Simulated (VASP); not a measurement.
# Sb (I4/mmm) in VASP: notebook

Sb is run at these levels: r2SCAN, PBE; tasks: single point.

All numbers are computed with VASP 6.6.1; they aren't measurements. Logs are shortened: lines on timing, memory, paths and dates and some standing lists are left out, and cuts for length are marked.

## (1) The cell of the first run

Symmetry: I4/mmm, No. 139, tetragonal system. The conventional cell has a = 3.215 Å, b = 3.215 Å, c = 5.530 Å, α = 90.00°, β = 90.00°, γ = 90.00°. Within 4.2 Å of Sb (site symmetry 4/mmm) lie 12 Sb at 3.21 to 3.58 Å.

## (2) Single point, r2SCAN

File POSCAR:

```
Sb
1.0
   -1.6074605858      1.6074605858      2.7651271982
    1.6074605858     -1.6074605858      2.7651271982
    1.6074605858      1.6074605858     -2.7651271982
Sb
1
Direct
    0.0000000000      0.0000000000      0.0000000000
```

File INCAR.step1:

```
PREC = Accurate ; ENCUT = 520
ISMEAR = -1 ; SIGMA = 0.05
LREAL = F ; LASPH = T
NELM = 80 ; NBANDS = 8
GGA = PE ; ALGO = Normal
EDIFF = 1E-4 ; LWAVE = T
LCHARG = F
```

File INCAR.step2:

```
PREC = Accurate ; ENCUT = 520
EDIFF = 1E-6 ; ISMEAR = -1
SIGMA = 0.05 ; LREAL = F
LASPH = T ; NELM = 80
ALGO = Normal ; ISIF = 2
LWAVE = F ; LCHARG = F
METAGGA = R2SCAN ; LMIXTAU = T
NBANDS = 8 ; ISTART = 1
```

File KPOINTS:

```
Automatic mesh
0
Gamma
  12 12 12
```

Potentials or basis: VASP PAW PBE potentials, release 64 (Sb).

Started as:

```sh
$ cat potpaw_PBE.64/Sb/POTCAR > POTCAR
$ cp INCAR.step1 INCAR
$ mpirun -np 1 vasp_std > vasp.out
$ cp INCAR.step2 INCAR
$ mpirun -np 1 vasp_std > vasp.out
```

OUTCAR:

```text
PREC = Accurate
   ENCUT = 520
   EDIFF = 1E-6
   ISMEAR = -1
   LREAL = F
   LASPH = T
   NELM = 80
   ISIF = 2
   METAGGA = R2SCAN
   ISTART = 1

 ion  position               nearest neighbor table
   1  0.000  0.000  0.000-

  LATTYP: Found a body centered tetragonal cell.
 ALAT       =     3.2149211716
 C/A-ratio  =     1.7201835134

  Lattice vectors:

 A1 = (  -1.6074605858,   1.6074605858,   2.7651271982)
 A2 = (   1.6074605858,  -1.6074605858,   2.7651271982)
 A3 = (   1.6074605858,   1.6074605858,  -2.7651271982)

Analysis of symmetry for initial positions (statically):
=====================================================================
 Subroutine PRICEL returns:
 Original cell was already a primitive cell.

 Routine SETGRP: Setting up the symmetry group for a
 body centered tetragonal supercell.

 Subroutine GETGRP returns: Found 16 space group operations
 (whereof 16 operations were pure point group operations)
 out of a pool of 16 trial point group operations.

The static configuration has the point symmetry D_4h.

Analysis of symmetry for dynamics (positions and initial velocities):
=====================================================================
 Subroutine PRICEL returns:
 Original cell was already a primitive cell.

 Routine SETGRP: Setting up the symmetry group for a
 body centered tetragonal supercell.

 Subroutine GETGRP returns: Found 16 space group operations
 (whereof 16 operations were pure point group operations)
 out of a pool of 16 trial point group operations.

The dynamic configuration has the point symmetry D_4h.

 Subroutine INISYM returns: Found 16 space group operations
 (whereof 16 operations are pure point group operations),
 and found     1 'primitive' translations

----------------------------------------------------------------------------------------

                                     Primitive cell

  volume of cell :      28.5796

  direct lattice vectors                    reciprocal lattice vectors
    -1.607460586  1.607460586  2.765127198     0.000000000  0.311049617  0.180823508
     1.607460586 -1.607460586  2.765127198     0.311049617  0.000000000  0.180823508
     1.607460586  1.607460586 -2.765127198     0.311049617  0.311049617  0.000000000

  length of vectors
     3.579635106  3.579635106  3.579635106     0.359790224  0.359790224  0.439890587

  position of ions in fractional coordinates (direct lattice)
     0.000000000  0.000000000  0.000000000

  ion indices of the primitive-cell ions
   primitive index   ion index
                 1           1

----------------------------------------------------------------------------------------

 KPOINTS: Automatic mesh

Automatic generation of k-mesh.
 Grid dimensions read from file:
 generate k-points for:   12   12   12

 Generating k-lattice:

  Cartesian coordinates                     Fractional coordinates (reciprocal lattice)
     0.000000000  0.025920801  0.015068626     0.083333333 -0.000000000  0.000000000
     0.025920801  0.000000000  0.015068626    -0.000000000  0.083333333  0.000000000
     0.025920801  0.025920801  0.000000000     0.000000000  0.000000000  0.083333333

  Length of vectors
     0.029982519  0.029982519  0.036657549

  Shift w.r.t. Gamma in fractional coordinates (k-lattice)
     0.000000000  0.000000000  0.000000000

 Subroutine IBZKPT returns following result:
 ===========================================

 Found    163 irreducible k-points:

 Following reciprocal coordinates:
            Coordinates               Weight
  0.000000  0.000000  0.000000      1.000000
  0.083333  0.000000 -0.000000      8.000000
  0.166667  0.000000 -0.000000      8.000000
  0.250000  0.000000  0.000000      8.000000
  0.333333  0.000000 -0.000000      8.000000
  0.416667  0.000000 -0.000000      8.000000
[... 16 lines left out ...]
  0.500000  0.166667  0.000000     16.000000
 -0.416667  0.166667  0.000000     16.000000
 [... further k-points ...]
   k-points           NKPTS =    163   k-points in BZ     NKDIM =    163   number of bands    NBANDS=      8
   number of dos      NEDOS =    301   number of ions     NIONS =      1
   total plane-waves  NPLWV =  21952
   dimension x,y,z NGX =    28 NGY =   28 NGZ =   28
   dimension x,y,z NGXF=    56 NGYF=   56 NGZF=   56
   ions per type =               1
   NGX,Y,Z   is equivalent  to a cutoff of  13.00, 13.00, 13.00 a.u.
   NGXF,Y,Z  is equivalent  to a cutoff of  26.01, 26.01, 26.01 a.u.
 SYSTEM =  unknown system
   PREC   = accura    normal or accurate (medium, high low for compatibility)
   ISTART =      1    job   : 0-new  1-cont  2-samecut
   ICHARG =      0    charge: 1-file 2-atom 10-const
   ISPIN  =      1    spin polarized calculation?
   LNONCOLLINEAR =      F non collinear calculations
   LSORBIT =      F    spin-orbit coupling
   LASPH  =      T    aspherical Exc in radial PAW
   ENCUT  =  520.0 eV  38.22 Ry    6.18 a.u.   6.66  6.66  6.66*2*pi/ulx,y,z
   NELM   =     80;   NELMIN=  2; NELMDL=  0     # of ELM steps
   EDIFF  = 0.1E-05   stopping-criterion for ELM
   LREAL  =      F    real-space projection
   EDIFFG = 0.1E-04   stopping-criterion for IOM
   NSW    =      0    number of steps for IOM
   IBRION =     -1    ionic relax: 0-MD 1-quasi-New 2-CG
   NFREE  =      0    steps in history (QN), initial steepest desc. (CG)
   ISIF   =      2    stress and relaxation
   ISYM   =      2    0-nonsym 1-usesym 2-fastsym
   POTIM  = 0.5000    time-step for ionic-motion
   TEBEG  =    0.0;   TEEND  =   0.0 temperature during run
   PSTRESS=    0.0 pullay stress
   NELECT =       5.0000    total number of electrons
   NUPDOWN=      -1.0000    fix difference up-down
   EMIN   =  10.00;   EMAX   =-10.00  energy-range for DOS
   EFERMI =   0.00;   METHOD = LEGACY
   ISMEAR =    -1;   SIGMA  =   0.05  broadening in eV -4-tet -1-fermi 0-gaus
   EFERMI_NEDOS =   21; number of points for ismear=-14 and -15
   IALGO  =     38    algorithm
   IMIX   =      4    mixing-type and parameters
     AMIX     =   0.40;   BMIX     =  1.00
     AMIX_MAG =   1.60;   BMIX_MAG =  1.00
  volume/ion in A,a.u.               =      28.58       192.86
  Fermi-wavevector in a.u.,A,eV,Ry     =   0.915615  1.730261 11.406456  0.838351
  Thomas-Fermi vector in A             =   2.040377
   LORBIT       =      0    0 simple, 1 ext, 2 COOP (PROOUT), +10 PAW based schemes
   METAGGA = R2SCAN    functional components
   LHFCALC =     F    Hartree Fock is set to
   AEXX    =    0.0000 exact exchange contribution
   IVDW    =     0    specifies the selected vdW correction
   LEPSILON=     F    determine dielectric tensor
   LRPA    =     F    only Hartree local field effects (RPA)
 non-spin polarized calculation
  energy-cutoff  :      520.00
  volume of cell :       28.58
 maximum number of plane-waves:       786
   NGX = 13   NGY = 13   NGZ = 13

 number of electron       5.0000000 magnetization

 Free energy of the ion-electron system (eV)
  ---------------------------------------------------
  ext. energy  EPLUGINS =         0.00000000
  ---------------------------------------------------
  free energy    TOTEN  =       -25.26459990 eV

  energy without entropy =      -25.25885224  energy(sigma->0) =      -25.26172607

 E-fermi :   7.7246     XC(G=0): -10.5047

 val. band max:        7.7214310664   @ k =  -0.4167  -0.4167   0.2500
 cond. band min:       7.7367715377   @ k =   0.5000   0.2500  -0.0000
 fundamental gap:      0.0153404714
 Fermi energy:         7.7246087305

 k-point     1 :       0.0000    0.0000    0.0000
  band No.  band energies     occupation
      1      -5.4102      2.00000
      2      12.1446      0.00000
      3      13.0279      0.00000
      4      13.0279      0.00000
      5      17.2318      0.00000
      6      18.6427      0.00000
      7      18.8000      0.00000
      8      18.8000      0.00000

 k-point     2 :       0.0833    0.0000   -0.0000
  band No.  band energies     occupation
      1      -5.2708      2.00000
      2      11.5288      0.00000
      3      12.1531      0.00000
      4      13.0008      0.00000
      5      17.3022      0.00000
      6      17.6842      0.00000
      7      18.6953      0.00000
      8      19.0232      0.00000

 k-point     3 :       0.1667    0.0000   -0.0000
  band No.  band energies     occupation
      1      -4.8553      2.00000
      2       9.3620      0.00000
      3      11.3175      0.00000
      4      12.9458      0.00000
      5      16.1652      0.00000
      6      17.6287      0.00000
      7      19.5415      0.00000
      8      19.6178      0.00000

 k-point     4 :       0.2500    0.0000    0.0000
  band No.  band energies     occupation
      1      -4.1748      2.00000
      2       6.9335      2.00000
      3      10.5539      0.00000
      4      12.9110      0.00000
      5      15.2747      0.00000
      6      17.5209      0.00000
      7      20.1128      0.00000
      8      20.9163      0.00000

 k-point     5 :       0.3333    0.0000   -0.0000
  band No.  band energies     occupation
      1      -3.2638      2.00000
      2       4.6793      2.00000
      3       9.9308      0.00000
      4      12.9193      0.00000
      5      14.6535      0.00000
      6      17.5942      0.00000
      7      19.5912      0.00000
      8      20.4448      0.00000

 k-point     6 :       0.4167    0.0000   -0.0000
  band No.  band energies     occupation
      1      -2.2498      2.00000
      2       2.8328      2.00000
      3       9.5304      0.00000
      4      12.9535      0.00000
      5      14.2861      0.00000
      6      17.8620      0.00000
      7      19.0067      0.00000
      8      19.4954      0.00000

 k-point     7 :       0.5000    0.0000    0.0000
  band No.  band energies     occupation
      1      -1.6705      2.00000
      2       1.9724      2.00000
      3       9.3929      0.00000
      4      12.9725      0.00000
      5      14.1644      0.00000
      6      18.1174      0.00000
      7      18.7891      0.00000
      8      19.0042      0.00000

 k-point     8 :       0.0833    0.0833   -0.0000
  band No.  band energies     occupation
      1      -5.0633      2.00000
      2      10.6945      0.00000
      3      11.5876      0.00000
      4      12.3066      0.00000
      5      17.3565      0.00000
      6      17.3792      0.00000
      7      18.2055      0.00000
      8      19.8280      0.00000

 k-point     9 :       0.1667    0.0833    0.0000
  band No.  band energies     occupation
      1      -4.5821      2.00000
      2       8.7923      0.00000
      3      10.6072      0.00000
      4      11.9379      0.00000
      5      16.3522      0.00000
      6      17.6471      0.00000
      7      18.9180      0.00000
      8      20.6657      0.00000

 k-point    10 :       0.2500    0.0833    0.0000
  band No.  band energies     occupation
      1      -3.8421      2.00000
      2       6.4599      2.00000
      3       9.9455      0.00000
      4      11.7369      0.00000
      5      15.5270      0.00000
      6      17.7899      0.00000
      7      19.3065      0.00000
      8      20.3393      0.00000
[... 78 lines left out ...]
 k-point    18 :      -0.0833    0.0833    0.0000
  band No.  band energies     occupation
      1      -5.2001      2.00000
      2      11.7974      0.00000
      3      11.9929      0.00000
      4      12.2606      0.00000
      5      16.9522      0.00000
      6      18.3310      0.00000
      7      18.4889      0.00000
      8      18.7458      0.00000

 k-point    19 :       0.1667    0.1667   -0.0000
  band No.  band energies     occupation
      1      -4.0396      2.00000
      2       8.0938      0.00124
      3       9.0036      0.00000
      4      10.9797      0.00000
      5      16.6599      0.00000
      6      17.4811      0.00000
      7      19.4909      0.00000
      8      19.7058      0.00000

 k-point    20 :       0.2500    0.1667   -0.0000
  band No.  band energies     occupation
      1      -3.2486      2.00000
      2       6.2065      2.00000
      3       8.4328      0.00000
      4      10.3634      0.00000
      5      16.0472      0.00000
      6      17.6358      0.00000
      7      19.1424      0.00000
      8      20.3408      0.00000

 k-point    21 :       0.3333    0.1667   -0.0000
  band No.  band energies     occupation
      1      -2.2745      2.00000
      2       4.2004      2.00000
      3       8.3358      0.00001
      4      10.0193      0.00000
      5      15.3619      0.00000
      6      17.0226      0.00000
      7      20.0437      0.00000
      8      21.0380      0.00000

 k-point    22 :       0.4167    0.1667   -0.0000
  band No.  band energies     occupation
      1      -1.3768      2.00000
      2       2.7449      2.00000
      3       8.3937      0.00000
      4       9.9646      0.00000
      5      14.8410      0.00000
      6      16.5775      0.00000
      7      20.6160      0.00000
      8      21.9562      0.00000

 k-point    23 :       0.5000    0.1667    0.0000
  band No.  band energies     occupation
      1      -1.3529      2.00000
      2       2.6948      2.00000
      3       8.5942      0.00000
      4      10.1376      0.00000
      5      14.6002      0.00000
      6      16.4337      0.00000
      7      20.1646      0.00000
      8      21.4987      0.00000

 k-point    24 :      -0.4167    0.1667    0.0000
  band No.  band energies     occupation
      1      -2.2394      2.00000
      2       4.0904      2.00000
      3       8.9635      0.00000
      4      10.4107      0.00000
      5      14.7222      0.00000
      6      16.5403      0.00000
      7      18.6128      0.00000
      8      21.7283      0.00000

 [... further k-points ...]
[... 5 lines left out ...]
  --------------------------------------------------------------------------------------
  -------------------------------------------------------------------------------------
  Total       -0.5125592     -0.5125592     -0.2044125      0.0000000     -0.0000000      0.0000000
  in kB      -28.7341817    -28.7341817    -11.4594115      0.0000000     -0.0000000      0.0000000
  external PRESSURE =     -22.9759249 kB  Pullay stress =       0.0000000 kB

 VOLUME and BASIS-vectors are now :
 -----------------------------------------------------------------------------
  energy-cutoff  :      520.00
  volume of cell :       28.58
      direct lattice vectors                 reciprocal lattice vectors
    -1.607460586  1.607460586  2.765127198     0.000000000  0.311049617  0.180823508
     1.607460586 -1.607460586  2.765127198     0.311049617  0.000000000  0.180823508
     1.607460586  1.607460586 -2.765127198     0.311049617  0.311049617  0.000000000

 POSITION                                       TOTAL-FORCE (eV/Angst)
 -----------------------------------------------------------------------------------
      0.00000      0.00000      0.00000         0.000000      0.000000      0.000000
 -----------------------------------------------------------------------------------
    total drift:                               -0.000000      0.000000      0.000000

  FREE ENERGIE OF THE ION-ELECTRON SYSTEM (eV)
  ---------------------------------------------------
  free  energy   TOTEN  =       -25.2645998960 eV

  energy  without entropy=      -25.2588522354  energy(sigma->0) =      -25.26172607
```

It took 84 s on 1 thread of AMD EPYC 9R45 (Zen 5), shared host; peak memory 0.16 GiB.

Results:

| Item | Value |
| --- | --- |
| Free energy | -25.2646 eV |
| Pressure | -2.3 GPa |

Caveat: the PAW data sets were made with another functional, which shifts forces and pressure a little; spin-orbit coupling is left out, which moves the levels of the heavy elements.

## (3) Single point, PBE

This run uses another cell than the first one, of 25.34 Å³/atom, 0.887 times its volume.

File INCAR:

```
PREC = Accurate
ENCUT = 520
EDIFF = 1E-6
ISMEAR = -1
SIGMA = 0.05
LREAL = F
LASPH = T
NELM = 80
ALGO = Normal
ISIF = 2
LWAVE = F
LCHARG = T
GGA = PE
LELF = T
LVHAR = T
NBANDS = 8
```

KPOINTS is that of step 2.

File POSCAR:

```
Sb
1.0
   -1.5443568632      1.5443568632      2.6565772150
    1.5443568632     -1.5443568632      2.6565772150
    1.5443568632      1.5443568632     -2.6565772150
Sb
1
Direct
    0.0000000000      0.0000000000      0.0000000000
```

Potentials or basis: VASP PAW PBE potentials, release 64 (Sb).

Started as:

```sh
$ cat potpaw_PBE.64/Sb/POTCAR > POTCAR
$ mpirun -np 1 vasp_std > vasp.out
```

Wall time 20 s (1 thread of AMD EPYC 7R13 (Zen 3), shared host); peak memory 0.15 GiB.

It converged, with:

```yaml
Free_energy: -3.8025 eV
Pressure: 6.5 GPa
```

Stress tensor (GPa, compression positive):
```
7.08 0.00 0.00
0.00 7.08 0.00
0.00 0.00 5.19
```

Levels at points of the mesh, in eV from the Fermi level:
```
           k point  band 1  band 2  band 3  band 4  band 5  band 6  band 7  band 8
(0.00, 0.00, 0.00)  -13.46    5.09    5.88    5.88    9.57   10.64   10.94   10.94
(0.50, 0.00, 0.00)   -9.27   -6.22    1.91    5.81    6.24   10.52   10.56   10.94
(0.50, 0.50, 0.00)   -6.51   -4.71   -1.08    0.59    3.45    4.30   16.04   16.18
(0.50, 0.50, 0.50)   -9.41   -6.08    2.23    2.23    5.92    6.29   18.53   18.54
```

Caveat: spin-orbit coupling is left out, which moves the levels of the heavy elements.

(Part 1 of 2 ends here.)
